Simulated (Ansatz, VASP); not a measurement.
GaTe3S: VASP beside Ansatz

Contents of INCAR:

```
PREC = Accurate
ENCUT = 520
EDIFF = 1E-6
ISMEAR = 0
SIGMA = 0.1
LREAL = False
LASPH = True
NELM = 60
ALGO = Normal
ISIF = 2
LWAVE = False
LCHARG = False
GGA = PE
NBANDS = 26
```

File KPOINTS:

```
Automatic mesh
0
Gamma
  6 4 4
```

POSCAR

```
GaTe3S
1.0
    3.5709822100      0.0000000000      0.0000000000
    0.0000000000      4.3019741800      0.0000000000
    0.0000000000      0.0000000000      6.6017551500
Ga Te S
1 3 1
Direct
    0.5000000000      0.5000000000      0.5000000000
    0.0000000000      0.5000000000      0.0000000000
    0.5000000000      0.0000000000      0.7013159300
    0.5000000000      0.0000000000      0.2986840700
    0.0000000000      0.5000000000      0.5000000000
```

Input for Ansatz:

```yaml
crystal:
  lattice:
    - [3.57098221, 0.0, 0.0]
    - [0.0, 4.30197418, 0.0]
    - [0.0, 0.0, 6.60175515]
  atoms:
    - { symbol: Ga, position: [0.5, 0.5, 0.5] }
    - { symbol: Te, position: [0.0, 0.5, 0.0] }
    - { symbol: Te, position: [0.5, 0.0, 0.70131593] }
    - { symbol: Te, position: [0.5, 0.0, 0.29868407] }
    - { symbol: S, position: [0.0, 0.5, 0.5] }
basis:
  ecutwfc: 420
kpoints:
  mp_grid: { grid: [6, 4, 4] }
hamiltonian:
  xc: pbe
scf:
  occupations: { method: gaussian, width: 0.1 }
  lower_state_search: "off"
output:
  forces: true
  stress: true
  eigenvalues: true
```

Alike in both runs: task single point; functional PBE; k mesh 6 × 4 × 4; occupations gaussian, width 0.1 eV; no spin polarisation.

```csv
,VASP,Ansatz
version,VASP 6.6.1,Ansatz 0.2.0
potentials or method,"VASP PAW PBE potentials, release 64 (Ga_d, Te, S), cutoff 520 eV","scalar-relativistic, plane waves, PAW"
valence electrons in the cell,37,67
```

VASP gave:

- gap on the k mesh at the Fermi level (eV): none
- rms of the force components (eV/Å): 2.115

**Question.** Which values does Ansatz return?

**Answer.** gap on the k mesh at the Fermi level (eV): none; rms of the force components (eV/Å): 2.089.

Atom by atom the forces differ by 0.026 eV/Å (rms over components). A gap of «none» marks a metal or a gap that the smearing closes. VASP's potentials hold 37 valence electrons a cell and Ansatz's 67, so a difference there can come from the potentials and not from the codes.

The k mesh is coarse, so the values compare programs but aren't converged. Spin-orbit coupling is off throughout.
